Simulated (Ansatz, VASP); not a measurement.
**Ca: VASP beside Ansatz**

```
Ca
1.0
    -2.16099    2.16099    2.16099
     2.16099   -2.16099    2.16099
     2.16099    2.16099   -2.16099
Ca
1
Direct
  0.00000 0.00000 0.00000
```

Alike in both runs: functional PBEsol; k mesh 18 × 18 × 18; occupations gaussian, width 0.1 eV; no spin polarisation.

Ansatz relaxed the structure, and its values are those at the end. VASP's run is a single point on that final structure, the one shown.

```csv
,VASP,Ansatz
version,VASP 6.6.1,Ansatz 0.2.0
potentials or method,"VASP PAW PBE potentials, release 64 (Ca_sv), cutoff 520 eV","scalar-relativistic, plane waves, PAW"
valence electrons in the cell,10,10
```

```csv
,VASP,Ansatz,Ansatz less VASP
gap on the k mesh at the Fermi level (eV),none,none,-
pressure (GPa),0.0,0.0,-0.01
```

VASP's potentials were made for PBE, not for PBEsol. A gap of «none» marks a metal or a gap that the smearing closes.
